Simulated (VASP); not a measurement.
# ReSb (rocksalt type) (Fm-3m) in VASP: a series of runs

ReSb (rocksalt type) is run at these levels: LDA; tasks: single point, relaxation of cell and atoms.

All numbers are computed with VASP 6.6.1; they aren't measurements. Logs are shortened: lines on timing, memory, paths and dates and some standing lists are left out, and cuts for length are marked.

### Step 1. The cell of the first run

It takes space group Fm-3m (No. 225, cubic). The conventional cell has a = 4.944 Å, b = 4.944 Å, c = 4.944 Å, α = 90.00°, β = 90.00°, γ = 90.00°. Within 3.3 Å of Re (site symmetry m-3m) lie 6 Sb at 2.47 Å. Within 3.3 Å of Sb (site symmetry m-3m) lie 6 Re at 2.47 Å.

### Step 2. Single point, LDA

INCAR reads:

```
PREC = Accurate
ENCUT = 520
EDIFF = 1E-7
ISMEAR = -1
SIGMA = 0.08
LREAL = False
LASPH = True
NELM = 60
ALGO = Normal
ISIF = 2
LWAVE = False
LCHARG = True
LELF = True
LVHAR = True
NBANDS = 13
```

KPOINTS reads:

```
regular mesh
0
Gamma
  18 18 18
```

POSCAR reads:

```
ReSb
1.0
    0.0000000000      2.4719632461      2.4719632461
    2.4719632461      0.0000000000      2.4719632461
    2.4719632461      2.4719632461      0.0000000000
Re Sb
1 1
Direct
    0.0000000000      0.0000000000      0.0000000000
    0.5000000000      0.5000000000      0.5000000000
```

Potentials or basis: VASP PAW LDA potentials, release 64 (Re, Sb).

On the command line:

```sh
> cat potpaw_LDA.64/Re/POTCAR potpaw_LDA.64/Sb/POTCAR > POTCAR
> mpirun -np 1 vasp_std > vasp.out
```

OUTCAR:

```text
PREC = Accurate
   ENCUT = 520
   EDIFF = 1E-7
   ISMEAR = -1
   LREAL = False
   LASPH = True
   NELM = 60
   ISIF = 2

 ion  position               nearest neighbor table
   1  0.000  0.000  0.000-   2 2.47   2 2.47   2 2.47   2 2.47   2 2.47   2 2.47
   2  0.500  0.500  0.500-   1 2.47   1 2.47   1 2.47   1 2.47   1 2.47   1 2.47

  LATTYP: Found a face centered cubic cell.
 ALAT       =     4.9439264922

  Lattice vectors:

 A1 = (   0.0000000000,   2.4719632461,   2.4719632461)
 A2 = (   2.4719632461,   0.0000000000,   2.4719632461)
 A3 = (   2.4719632461,   2.4719632461,   0.0000000000)

Analysis of symmetry for initial positions (statically):
=====================================================================
 Subroutine PRICEL returns:
 Original cell was already a primitive cell.

 Routine SETGRP: Setting up the symmetry group for a
 face centered cubic supercell.

 Subroutine GETGRP returns: Found 48 space group operations
 (whereof 48 operations were pure point group operations)
 out of a pool of 48 trial point group operations.

The static configuration has the point symmetry O_h .

Analysis of symmetry for dynamics (positions and initial velocities):
=====================================================================
 Subroutine PRICEL returns:
 Original cell was already a primitive cell.

 Routine SETGRP: Setting up the symmetry group for a
 face centered cubic supercell.

 Subroutine GETGRP returns: Found 48 space group operations
 (whereof 48 operations were pure point group operations)
 out of a pool of 48 trial point group operations.

The dynamic configuration has the point symmetry O_h .

 Subroutine INISYM returns: Found 48 space group operations
 (whereof 48 operations are pure point group operations),
 and found     1 'primitive' translations

----------------------------------------------------------------------------------------

                                     Primitive cell

  volume of cell :      30.2104

  direct lattice vectors                    reciprocal lattice vectors
     0.000000000  2.471963246  2.471963246    -0.202268380  0.202268380  0.202268380
     2.471963246  0.000000000  2.471963246     0.202268380 -0.202268380  0.202268380
     2.471963246  2.471963246  0.000000000     0.202268380  0.202268380 -0.202268380

  length of vectors
     3.495883948  3.495883948  3.495883948     0.350339110  0.350339110  0.350339110

  position of ions in fractional coordinates (direct lattice)
     0.000000000  0.000000000  0.000000000
     0.500000000  0.500000000  0.500000000

  ion indices of the primitive-cell ions
   primitive index   ion index
                 1           1
                 2           2

----------------------------------------------------------------------------------------

 KPOINTS: regular mesh

Automatic generation of k-mesh.
 Grid dimensions read from file:
 generate k-points for:   18   18   18

 Generating k-lattice:

  Cartesian coordinates                     Fractional coordinates (reciprocal lattice)
    -0.011237132  0.011237132  0.011237132     0.055555556  0.000000000  0.000000000
     0.011237132 -0.011237132  0.011237132     0.000000000  0.055555556  0.000000000
     0.011237132  0.011237132 -0.011237132     0.000000000  0.000000000  0.055555556

  Length of vectors
     0.019463284  0.019463284  0.019463284

  Shift w.r.t. Gamma in fractional coordinates (k-lattice)
     0.000000000  0.000000000  0.000000000

 Subroutine IBZKPT returns following result:
 ===========================================

 Found    195 irreducible k-points:

 Following reciprocal coordinates:
            Coordinates               Weight
  0.000000  0.000000  0.000000      1.000000
  0.055556  0.000000  0.000000      8.000000
  0.111111  0.000000  0.000000      8.000000
  0.166667  0.000000  0.000000      8.000000
  0.222222  0.000000  0.000000      8.000000
  0.277778  0.000000  0.000000      8.000000
[... 16 lines left out ...]
 -0.277778  0.055556  0.000000     24.000000
 -0.222222  0.055556  0.000000     24.000000
 [... further k-points ...]
   k-points           NKPTS =    195   k-points in BZ     NKDIM =    195   number of bands    NBANDS=     13
   number of dos      NEDOS =    301   number of ions     NIONS =      2
   total plane-waves  NPLWV =  21952
   dimension x,y,z NGX =    28 NGY =   28 NGZ =   28
   dimension x,y,z NGXF=    56 NGYF=   56 NGZF=   56
   ions per type =               1   1
   NGX,Y,Z   is equivalent  to a cutoff of  13.32, 13.32, 13.32 a.u.
   NGXF,Y,Z  is equivalent  to a cutoff of  26.63, 26.63, 26.63 a.u.
 SYSTEM =  unknown system
   PREC   = accura    normal or accurate (medium, high low for compatibility)
   ISTART =      0    job   : 0-new  1-cont  2-samecut
   ICHARG =      2    charge: 1-file 2-atom 10-const
   ISPIN  =      1    spin polarized calculation?
   LNONCOLLINEAR =      F non collinear calculations
   LSORBIT =      F    spin-orbit coupling
   LASPH  =      T    aspherical Exc in radial PAW
   ENCUT  =  520.0 eV  38.22 Ry    6.18 a.u.   6.50  6.50  6.50*2*pi/ulx,y,z
   NELM   =     60;   NELMIN=  2; NELMDL= -5     # of ELM steps
   EDIFF  = 0.1E-06   stopping-criterion for ELM
   LREAL  =      F    real-space projection
   EDIFFG = 0.1E-05   stopping-criterion for IOM
   NSW    =      0    number of steps for IOM
   IBRION =     -1    ionic relax: 0-MD 1-quasi-New 2-CG
   NFREE  =      0    steps in history (QN), initial steepest desc. (CG)
   ISIF   =      2    stress and relaxation
   ISYM   =      2    0-nonsym 1-usesym 2-fastsym
   POTIM  = 0.5000    time-step for ionic-motion
   TEBEG  =    0.0;   TEEND  =   0.0 temperature during run
   PSTRESS=    0.0 pullay stress
   NELECT =      12.0000    total number of electrons
   NUPDOWN=      -1.0000    fix difference up-down
   EMIN   =  10.00;   EMAX   =-10.00  energy-range for DOS
   EFERMI =   0.00;   METHOD = LEGACY
   ISMEAR =    -1;   SIGMA  =   0.08  broadening in eV -4-tet -1-fermi 0-gaus
   EFERMI_NEDOS =   21; number of points for ismear=-14 and -15
   IALGO  =     38    algorithm
   IMIX   =      4    mixing-type and parameters
     AMIX     =   0.40;   BMIX     =  1.00
     AMIX_MAG =   1.60;   BMIX_MAG =  1.00
  volume/ion in A,a.u.               =      15.11       101.93
  Fermi-wavevector in a.u.,A,eV,Ry     =   1.203418  2.274131 19.704166  1.448215
  Thomas-Fermi vector in A             =   2.339172
   LORBIT       =      0    0 simple, 1 ext, 2 COOP (PROOUT), +10 PAW based schemes
   GGA     = CA    functional components
   LHFCALC =     F    Hartree Fock is set to
   AEXX    =    0.0000 exact exchange contribution
   IVDW    =     0    specifies the selected vdW correction
   LEPSILON=     F    determine dielectric tensor
   LRPA    =     F    only Hartree local field effects (RPA)
 non-spin polarized calculation
  energy-cutoff  :      520.00
  volume of cell :       30.21
 maximum number of plane-waves:       869
 NGX is ok and might be reduce to    28
   NGX = 13   NGY = 13   NGZ = 13

 number of electron      12.0000001 magnetization

 Free energy of the ion-electron system (eV)
  ---------------------------------------------------
  ext. energy  EPLUGINS =         0.00000000
  ---------------------------------------------------
  free energy    TOTEN  =       -14.43269806 eV

  energy without entropy =      -14.39703251  energy(sigma->0) =      -14.41486529

 E-fermi :  12.9214     XC(G=0): -13.2145

 val. band max:       12.9213741631   @ k =  -0.4444   0.1667   0.0000
 cond. band min:      12.9240457459   @ k =  -0.4444   0.1111   0.0000
 fundamental gap:      0.0026715828
 Fermi energy:        12.9213783197

 k-point     1 :       0.0000    0.0000    0.0000
  band No.  band energies     occupation
      1      -2.3314      2.00000
      2      10.0959      2.00000
      3      10.0959      2.00000
      4      10.0959      2.00000
      5      11.1320      2.00000
      6      11.1320      2.00000
      7      14.9259      0.00000
      8      14.9259      0.00000
      9      14.9259      0.00000
     10      19.1668      0.00000
     11      23.1829      0.00000
     12      27.0672      0.00000
     13      27.1083      0.00000

 k-point     2 :       0.0556    0.0000    0.0000
  band No.  band energies     occupation
      1      -2.2601      2.00000
      2       9.9456      2.00000
      3      10.0928      2.00000
      4      10.0928      2.00000
      5      10.9384      2.00000
      6      10.9384      2.00000
      7      14.7786      0.00000
      8      15.2403      0.00000
      9      15.2403      0.00000
     10      19.3129      0.00000
     11      23.4582      0.00000
     12      25.9509      0.00000
     13      26.4449      0.00000

 k-point     3 :       0.1111    0.0000    0.0000
  band No.  band energies     occupation
      1      -2.0475      2.00000
      2       9.5127      2.00000
      3       9.9386      2.00000
      4       9.9386      2.00000
      5      10.6661      2.00000
      6      10.6661      2.00000
      7      14.4188      0.00000
      8      16.0133      0.00000
      9      16.0133      0.00000
     10      19.7116      0.00000
     11      23.8639      0.00000
     12      25.1297      0.00000
     13      25.6162      0.00000
[... 305 lines left out ...]
 k-point    23 :      -0.2778    0.0556    0.0000
  band No.  band energies     occupation
      1      -0.3448      2.00000
      2       6.6903      2.00000
      3       8.0856      2.00000
      4       8.2252      2.00000
      5      11.1835      2.00000
      6      11.6065      2.00000
      7      13.3920      0.00556
      8      18.3843      0.00000
      9      19.2938      0.00000
     10      20.3069      0.00000
     11      22.3979      0.00000
     12      22.4532      0.00000
     13      24.4351      0.00000

 k-point    24 :      -0.2222    0.0556    0.0000
  band No.  band energies     occupation
      1      -0.9759      2.00000
      2       7.6506      2.00000
      3       8.5584      2.00000
      4       8.6826      2.00000
      5      10.8496      2.00000
      6      11.3201      2.00000
      7      13.6888      0.00014
      8      17.5452      0.00000
      9      19.1907      0.00000
     10      20.1142      0.00000
     11      22.3985      0.00000
     12      23.3889      0.00000
     13      24.1496      0.00000

 [... further k-points ...]
[... 5 lines left out ...]
  --------------------------------------------------------------------------------------
  -------------------------------------------------------------------------------------
  Total       14.1917332     14.1917332     14.1917332      0.0000000      0.0000000      0.0000000
  in kB      752.6446790    752.6446790    752.6446790      0.0000000      0.0000000      0.0000000
  external PRESSURE =     752.6446790 kB  Pullay stress =       0.0000000 kB

 VOLUME and BASIS-vectors are now :
 -----------------------------------------------------------------------------
  energy-cutoff  :      520.00
  volume of cell :       30.21
      direct lattice vectors                 reciprocal lattice vectors
     0.000000000  2.471963246  2.471963246    -0.202268380  0.202268380  0.202268380
     2.471963246  0.000000000  2.471963246     0.202268380 -0.202268380  0.202268380
     2.471963246  2.471963246  0.000000000     0.202268380  0.202268380 -0.202268380

 POSITION                                       TOTAL-FORCE (eV/Angst)
 -----------------------------------------------------------------------------------
      0.00000      0.00000      0.00000         0.000000      0.000000      0.000000
      2.47196      2.47196      2.47196        -0.000000     -0.000000     -0.000000
 -----------------------------------------------------------------------------------
    total drift:                               -0.000000      0.000000      0.000000

  FREE ENERGIE OF THE ION-ELECTRON SYSTEM (eV)
  ---------------------------------------------------
  free  energy   TOTEN  =       -14.4326980628 eV

  energy  without entropy=      -14.3970325089  energy(sigma->0) =      -14.41486529
```

It took 49 s on 1 thread of Intel Xeon 6975P-C, shared host; peak memory 0.22 GiB.

Results:

| Property | Result |
| --- | --- |
| Free energy | -14.4327 eV |
| Pressure | 75.3 GPa |
| Band gap on the k mesh | zero (band 6 reaches 13.09 eV, above the bottom of band 7 at 12.88 eV) |

Levels at points of the mesh, in eV from the Fermi level:
```tsv
k point	band 2	band 3	band 4	band 5	band 6	band 7	band 8	band 9	band 10	band 11
(0.00, 0.00, 0.00)	-2.83	-2.83	-2.83	-1.79	-1.79	2.00	2.00	2.00	6.25	10.26
(0.50, 0.00, 0.00)	-9.37	-5.59	-5.59	-0.72	-0.72	0.12	4.38	7.05	7.05	9.83
(0.50, 0.50, 0.00)	-6.30	-4.87	-1.75	-1.75	-0.71	0.30	0.30	0.97	6.72	11.68
```

Caveat: spin-orbit coupling is left out, which moves the levels of the heavy elements.

### Step 3. Relaxation of cell and atoms, LDA

This run uses another cell than the first one, of 21.45 Å³/atom, 1.420 times its volume.

INCAR reads:

```
SYSTEM = ReSb
PREC = Accurate
ENCUT = 600
EDIFF = 1E-6
ISMEAR = -1
SIGMA = 0.08
LREAL = .False.
LASPH = .True.
NELM = 100
ALGO = Normal
ISIF = 3
LWAVE = .False.
LCHARG = .False.
IBRION = 2
NSW = 60
EDIFFG = -0.005
```

KPOINTS reads:

```
Automatic mesh
0
Gamma
  12 12 12
  0 0 0
```

POSCAR reads:

```
ReSb
1.0
    0.0000000000      2.7782923598      2.7782923598
    2.7782923598      0.0000000000      2.7782923598
    2.7782923598      2.7782923598      0.0000000000
Re Sb
1 1
Direct
    0.0000000000      0.0000000000      0.0000000000
    0.5000000000      0.5000000000      0.5000000000
```

Potentials or basis: VASP PAW LDA potentials, release 64 (Re, Sb).

On the command line:

```sh
> cat potpaw_LDA.64/Re/POTCAR potpaw_LDA.64/Sb/POTCAR > POTCAR
> mpirun -np 1 vasp_std > vasp.out
```

Run time: 81 s. Hardware: 1 thread of Intel Xeon 6975P-C, shared host; peak memory 0.19 GiB.

Results (log left out):

- Free energy: -16.0455 eV
- Relaxed volume: 19.44 Å³/atom
- Relaxed cell: a = 3.803 Å, b = 3.803 Å, c = 3.803 Å, α = 60.00°, β = 60.00°, γ = 60.00°
- Space group after relaxing (to 0.05 Å): Fm-3m (No. 225)
- Energy gained by relaxing: 89.2 meV/atom
- Ionic steps: 7
- Pressure after relaxing: 0.0 GPa
- Band gap on the k mesh: zero (band 6 reaches 9.11 eV, above the bottom of band 7 at 8.96 eV)

Step by step:
```
step  energy change (eV)  largest force (eV/Å)  pressure (GPa)  volume (Å³)
   1              0.0000                0.0000          -12.97        42.89
   2              0.4562                0.0000           40.22        32.99
   3             -0.1779                0.0000           -0.81        39.07
   4             -0.1784                0.0000           -0.19        38.92
   5             -0.1784                0.0000            0.15        38.85
   6             -0.1783                0.0000           -0.22        38.94
   7             -0.1784                0.0000           -0.01        38.88
```

Final structure:
```xyz
2
Lattice="0.0000 2.6889 2.6889 2.6889 0.0000 2.6889 2.6889 2.6889 0.0000" Properties=species:S:1:pos:R:3 pbc="T T T"
Re    0.0000    0.0000    0.0000
Sb    2.6889    2.6889    2.6889
```

Levels at points of the mesh, in eV from the Fermi level:
```csv
k point,band 3,band 4,band 5,band 6,band 7,band 8,band 9,band 10
"(0.00, 0.00, 0.00)",-1.83,-1.83,-1.35,-1.35,1.33,1.33,1.33,6.43
"(0.50, 0.00, 0.00)",-4.16,-4.16,-0.34,-0.34,0.08,4.11,6.23,6.23
"(0.50, 0.50, 0.00)",-3.25,-1.52,-1.52,-0.62,0.21,0.30,0.30,3.93
```

Caveat: spin-orbit coupling is left out, which moves the levels of the heavy elements.
